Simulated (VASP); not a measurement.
Wanted: the native input for a VASP 6.6.1 run.

```
Task                   : relaxation of cell and atoms
Functional             : PBE
Potentials or basis    : VASP PAW PBE potentials, release 64 (Al, B, P)
Cutoff                 : 600 eV
k mesh                 : 6 × 6 × 6
Occupations            : gaussian, width 0.1 eV
Spin                   : no spin polarisation
Dipole correction      : no
Further INCAR settings : ALGO = Normal; EDIFF = 1e-06; IBRION = 2; EDIFFG = -0.04; NSW = 90; ISIF = 3
```

The structure of Al3BP2 lies in POSCAR:

```
Al3BP2
1.0
    2.5725367900      1.4852548100      4.0675106400
   -2.5725367900      1.4852548100      4.0675106400
    0.0000000000     -2.9705096100      4.0675106400
Al B P
3 1 2
Direct
    0.0000000000      0.5000000000      0.0000000000
    0.5000000000      0.0000000000      0.0000000000
    0.0000000000      0.0000000000      0.5000000000
    0.0000000000      0.0000000000      0.0000000000
    0.6254743900      0.6254743900      0.6254743900
    0.3745256100      0.3745256100      0.3745256100
```

One way to write it, as run:

INCAR

```
SYSTEM = Al3BP2
ALGO = Normal
EDIFF = 1E-6
EDIFFG = -0.04
ENCUT = 600
GGA = PE
IBRION = 2
ISIF = 3
ISMEAR = 0
LASPH = .True.
LCHARG = .False.
LREAL = .False.
LWAVE = .False.
NELM = 80
NSW = 90
PREC = Accurate
SIGMA = 0.1
```

KPOINTS

```
k-points
0
Gamma
  6 6 6
  0 0 0
```

Potentials or basis: VASP PAW PBE potentials, release 64 (Al, B, P).

Run with:

```sh
$ cat potpaw_PBE.64/Al/POTCAR potpaw_PBE.64/B/POTCAR potpaw_PBE.64/P/POTCAR > POTCAR
$ mpirun -np 1 vasp_std > vasp.out
```

Results of the run:

| Item | Value |
| --- | --- |
| Relaxed volume | 15.31 Å³/atom |
| Relaxed cell | a = 4.519 Å, b = 4.519 Å, c = 4.519 Å, α = 86.69°, β = 86.69°, γ = 86.69° |
| Space group after relaxing (to 0.05 Å) | R-3m (No. 166) |
| Energy gained by relaxing | 564.0 meV/atom |
| Ionic steps | 15 |
| Pressure after relaxing | 0.2 GPa |
| Band gap on the k mesh | zero (band 11 reaches 8.91 eV, above the bottom of band 12 at 6.72 eV) |

It took 6 min on 1 thread of Intel(R) Xeon(R) Platinum 8488C (Sapphire Rapids) (shared host), peak memory 0.28 GiB.
